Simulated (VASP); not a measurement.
The system is BaBCl3.

```
Ba B Cl
1.0
     4.40968    0.00000    0.00000
     0.00000    4.40968    0.00000
     0.00000    0.00000    4.61789
Ba B Cl
1 1 3
Direct
  0.00000 0.00000 0.00000
  0.00000 0.00000 0.50000
  0.00000 0.50000 0.19120
  0.50000 0.00000 0.80880
  0.50000 0.50000 0.50000
```

The cell was generated, and may not be a known phase.

| Item | Value |
| --- | --- |
| Program | VASP 6.6.1 |
| Task | relaxation of cell and atoms |
| Functional | PBE |
| Potentials or basis | VASP PAW PBE potentials, release 64 (Ba_sv, B_h, Cl) |
| Cutoff | 910 eV |
| k mesh | 4 × 4 × 4 |
| Occupations | gaussian, width 0.1 eV |
| Spin | no spin polarisation |

At the start: pressure 53.9 GPa; volume 17.96 Å³/atom.

Problem. Where does the relaxation end?

Solution. Over 18 steps the energy falls by 2016.6 meV/atom and the volume is 34.33 Å³/atom (+91.1 %); space group P-4m2 (No. 115, to 0.1 Å) before and after.

The path:
| step | energy change (eV) | largest force (eV/Å) | pressure (GPa) | volume (Å³) |
| --- | --- | --- | --- | --- |
| 1 | 0.0000 | 2.7001 | 53.95 | 89.80 |
| 2 | -8.2202 | 0.1367 | -1.41 | 193.51 |
| 3 | -8.2866 | 0.0551 | 1.21 | 166.20 |
| 4 | -8.3158 | 0.0366 | -0.05 | 176.39 |
| 5 | -8.3162 | 0.0202 | 0.18 | 174.26 |
| 6 | -8.4978 | 0.0600 | 0.03 | 175.89 |
| 7 | -8.8493 | 0.2127 | -0.19 | 178.66 |
| 8 | -9.5560 | 0.3521 | -0.16 | 178.03 |
| 9 | -9.7594 | 0.8812 | -0.91 | 156.81 |
| 10 | -9.9213 | 0.4249 | -0.23 | 172.79 |
| 11 | -10.0106 | 0.5974 | -0.52 | 165.54 |
| 12 | -10.0112 | 0.5213 | -0.40 | 168.38 |
| 13 | -10.0149 | 0.5387 | -0.43 | 167.70 |
| 14 | -10.0358 | 0.2318 | 1.56 | 160.55 |
| 15 | -10.0547 | 0.0982 | 0.69 | 163.36 |
| 16 | -10.0798 | 0.0384 | -0.01 | 171.07 |
| 17 | -10.0801 | 0.0431 | 0.06 | 170.17 |
| 18 | -10.0831 | 0.0011 | 0.08 | 171.64 |

Final structure:
```cif
data_structure
_symmetry_space_group_name_H-M 'P 1'
_symmetry_Int_Tables_number 1
_cell_length_a 4.2466
_cell_length_b 4.2466
_cell_length_c 9.5176
_cell_angle_alpha 90.000
_cell_angle_beta 90.000
_cell_angle_gamma 90.000
_cell_volume 171.64
loop_
_atom_site_label
_atom_site_type_symbol
_atom_site_fract_x
_atom_site_fract_y
_atom_site_fract_z
_atom_site_occupancy
Ba1 Ba 0.00000 0.00000 0.00000 1
B1 B 0.00000 0.00000 0.50000 1
Cl1 Cl 0.00000 0.50000 0.20110 1
Cl2 Cl 0.50000 0.00000 0.79890 1
Cl3 Cl 0.50000 0.50000 0.50000 1
```

Caveat: the volume moved by over 15 % at a fixed basis, so the end points are rough.
